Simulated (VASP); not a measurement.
The system is CdTe.

```
Te Cd
1.0
     0.00000    3.20500    3.20500
     3.20500    0.00000    3.20500
     3.20500    3.20500    0.00000
Te Cd
1 1
Direct
  0.75000 0.75000 0.75000
  0.00000 0.00000 0.00000
```

| Property | Result |
| --- | --- |
| Program | VASP 6.6.1 |
| Task | relaxation of cell and atoms |
| Functional | PBEsol-based global hybrid with 25 % exact exchange |
| Potentials or basis | VASP PAW PBE potentials, release 64 (Te, Cd) |
| Cutoff | 600 eV |
| k mesh | 4 × 4 × 4 |
| Occupations | fermi-dirac, width 0.05 eV |
| Spin | no spin polarisation |

At the start: pressure 1.5 GPa; volume 32.92 Å³/atom.

**Question.** How do energy, volume and symmetry change on relaxing?

**Answer.** Over 3 steps the energy falls by 4.8 meV/atom and the volume is 33.97 Å³/atom (+3.2 %); space group F-43m (No. 216, to 0.1 Å) before and after.

The path:
```csv
step,energy change (eV),largest force (eV/Å),pressure (GPa),volume (Å³)
1,0.0000,0.0000,1.51,65.84
2,-0.0080,0.0000,-0.57,68.85
3,-0.0096,0.0000,0.00,67.94
```

Final structure:
```xyz
2
Lattice="0.0000 3.2387 3.2387 3.2387 0.0000 3.2387 3.2387 3.2387 0.0000" Properties=species:S:1:pos:R:3 pbc="T T T"
Te    4.8580    4.8580    4.8580
Cd    0.0000    0.0000    0.0000
```

Caveat: the k points lie up to 0.42 Å⁻¹ apart in the final cell; the PAW data sets were made with another functional, which shifts forces and pressure a little.
